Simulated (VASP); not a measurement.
Input of a VASP 6.6.1 run:

File INCAR:

```
ALGO     = Normal         # electronic algorithm
DIPOL    = 0.5 0.5 0.291
EDIFF    = 1E-6           # SCF threshold, eV
ENCUT    = 520            # plane-wave cutoff, eV
GGA      = PE             # functional
IDIPOL   = 3            
ISIF     = 2              # what is computed and relaxed
ISMEAR   = 0              # smearing method
LASPH    = True           # aspherical terms in the spheres
LCHARG   = False          # write CHGCAR
LDIPOL   = True         
LREAL    = Auto         
LWAVE    = False          # write WAVECAR
NBANDS   = 40             # bands
NELM     = 100            # most SCF steps
PREC     = Accurate       # precision mode
SIGMA    = 0.1            # smearing width, eV
```

The input KPOINTS:

```
k-points
0
Gamma
  5 4 1
```

POSCAR

```
Al8H
1.0
    5.7143028096      0.0000000000      0.0000000000
    0.0000000000      8.0812445328      0.0000000000
    0.0000000000      0.0000000000     22.2437981863
Al H
16 2
Direct
    0.2500000000      0.2500000000      0.1798254042
    0.2500000000      0.7500000000      0.1798254042
    0.7500000000      0.2500000000      0.1798254042
    0.7500000000      0.7500000000      0.1798254042
    0.0000000000      0.0000000000      0.2440489550
    0.0000000000      0.5000000000      0.2440489550
    0.5000000000      0.0000000000      0.2440489550
    0.5000000000      0.5000000000      0.2440489550
    0.2500000000      0.2500000000      0.3102692916
    0.2500000000      0.7500000000      0.3102692916
    0.7500000000      0.2500000000      0.3102692916
    0.7500000000      0.7500000000      0.3102692916
    0.0000000000      0.0000000000      0.3706110853
    0.0000000000      0.5000000000      0.3706110853
    0.5000000000      0.0000000000      0.3706110853
    0.5000000000      0.5000000000      0.3706110853
    0.7500000000     -0.0464037437      0.4052274756
    0.7500000000      0.0464037437      0.4052274756
```

Potentials or basis: VASP PAW PBE potentials, release 64 (Al, H).

Command:

```sh
$ cat potpaw_PBE.64/Al/POTCAR potpaw_PBE.64/H/POTCAR > POTCAR
$ mpirun -np 1 vasp_std > vasp.out
```

(1) Estimate the band gap on the k mesh.

(2) Predict the largest force.

## Answers

(1) zero (bands 25 and 26 overlap by 0.61 eV).

(2) 4.668 eV/Å.
